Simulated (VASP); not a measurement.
Here is a VASP 6.6.1 calculation.

File POSCAR:

```
SnO2
1.0
    0.0000000000      2.5078746451      2.5078746451
    2.5078746451      0.0000000000      2.5078746451
    2.5078746451      2.5078746451      0.0000000000
Sn O
1 2
Direct
    0.0000000000      0.0000000000      0.0000000000
    0.2500000000      0.2500000000      0.2500000000
    0.7500000000      0.7500000000      0.7500000000
```

INCAR.step1

```
ALGO = Normal
EDIFF = 1E-4
ENCUT = 520
GGA = PE
ISMEAR = 0
LASPH = True
LCHARG = False
LREAL = False
LWAVE = True
NBANDS = 20
NELM = 80
PREC = Accurate
SIGMA = 0.01
```

The input INCAR.step2:

```
ALGO = Normal
EDIFF = 1E-6
ENCUT = 520
ISIF = 2
ISMEAR = 0
ISTART = 1
LASPH = True
LCHARG = True
LELF = True
LMIXTAU = True
LREAL = False
LVHAR = True
LWAVE = False
METAGGA = R2SCAN
NBANDS = 20
NELM = 80
PREC = Accurate
SIGMA = 0.01
```

The input KPOINTS:

```
k-points
0
Gamma
  8 8 8
```

Potentials or basis: VASP PAW PBE potentials, release 64 (Sn_d, O).

The run is started by

```console
$ cat potpaw_PBE.64/Sn_d/POTCAR potpaw_PBE.64/O/POTCAR > POTCAR
$ cp INCAR.step1 INCAR
$ mpirun -np 1 vasp_std > vasp.out
$ cp INCAR.step2 INCAR
$ mpirun -np 1 vasp_std > vasp.out
```

Question: Estimate the band gap on the k mesh.

Answer: 1.19 eV, indirect (least direct gap 2.69 eV).

Question: Estimate the pressure.

Answer: 9.0 GPa.

Caveat: the PAW data sets were made with another functional, which shifts forces and pressure a little; spin-orbit coupling is left out, which moves the levels of the heavy elements. A k mesh can miss the band edges.
